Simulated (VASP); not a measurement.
Fe: relaxation of cell and atoms with PBEsol

The system is Fe.

```xyz
1
Lattice="-1.4430 1.4430 1.4430 1.4430 -1.4430 1.4430 1.4430 1.4430 -1.4430" Properties=species:S:1:pos:R:3 pbc="T T T"
Fe    0.0000    0.0000    0.0000
```

```
Program                : VASP 6.6.1
Task                   : relaxation of cell and atoms
Functional             : PBEsol
Potentials or basis    : VASP PAW PBE potentials, release 64 (Fe)
Cutoff                 : 600 eV
k mesh                 : 22 × 22 × 22
Occupations            : methfessel-paxton, width 0.1 eV
Spin                   : collinear spin, ferromagnetic start
Starting moments       : [2.3] μB
Dipole correction      : no
Further INCAR settings : ALGO = Fast; EDIFF = 1e-07; IBRION = 2; EDIFFG = -0.01; NSW = 80; ISIF = 3
```

```
Relaxed volume                                        : 10.84 Å³/atom
Relaxed cell                                          : a = 2.415 Å, b = 2.415 Å, c = 2.415 Å, α = 109.47°, β = 109.47°, γ = 109.47°
Space group after relaxing (to 0.1 Å)                 : Im-3m (No. 229)
Energy gained by relaxing                             : 74.8 meV/atom
Ionic steps                                           : 3
Pressure after relaxing                               : 0.0 GPa
Net moment                                            : 2.14 μB per cell
Site moments                                          : Fe +2.12 μB
Valence electrons inside the program's atomic spheres : Fe 7.38
```

The path:
```tsv
step	energy change (eV)	largest force (eV/Å)	pressure (GPa)	volume (Å³)
1	0.0000	0.0000	-17.64	12.02
2	-0.0033	0.0000	25.34	9.86
3	-0.0748	0.0000	0.03	10.84
```

Final structure:
```cif
data_structure
_symmetry_space_group_name_H-M 'P 1'
_symmetry_Int_Tables_number 1
_cell_length_a 2.4149
_cell_length_b 2.4149
_cell_length_c 2.4149
_cell_angle_alpha 109.471
_cell_angle_beta 109.471
_cell_angle_gamma 109.471
_cell_volume 10.84
loop_
_atom_site_label
_atom_site_type_symbol
_atom_site_fract_x
_atom_site_fract_y
_atom_site_fract_z
_atom_site_occupancy
Fe1 Fe 0.00000 0.00000 0.00000 1
```

Levels at points of the mesh, in eV from the Fermi level:
Spin up:
| k point | band 2 | band 3 | band 4 | band 5 | band 6 | band 7 | band 8 | band 9 |
| --- | --- | --- | --- | --- | --- | --- | --- | --- |
| (0.00, 0.00, 0.00) | -2.43 | -2.43 | -2.43 | -1.06 | -1.06 | 25.37 | 25.37 | 25.37 |
| (0.50, 0.00, 0.00) | -3.60 | -1.01 | -0.85 | 0.40 | 0.48 | 7.73 | 18.66 | 20.86 |
| (0.50, 0.50, 0.50) | -5.15 | 0.18 | 0.18 | 0.18 | 10.16 | 10.16 | 10.16 | 16.09 |
Spin down:
```
           k point  band 1  band 2  band 3  band 4  band 5  band 6  band 7  band 8
(0.00, 0.00, 0.00)   -8.55   -0.56   -0.56   -0.56    1.53    1.53   25.30   25.30
(0.50, 0.00, 0.00)   -3.96   -1.92    0.64    1.41    1.81    2.65    9.11   18.83
(0.50, 0.50, 0.50)   -3.42   -3.42    2.33    2.33    2.33   10.53   10.53   10.53
```

Wall time 4.8 min on 1 thread of Intel Xeon 8259CL, on a shared host, peak memory 0.2 GiB.

Caveat: the PAW data sets were made with another functional, which shifts forces and pressure a little.
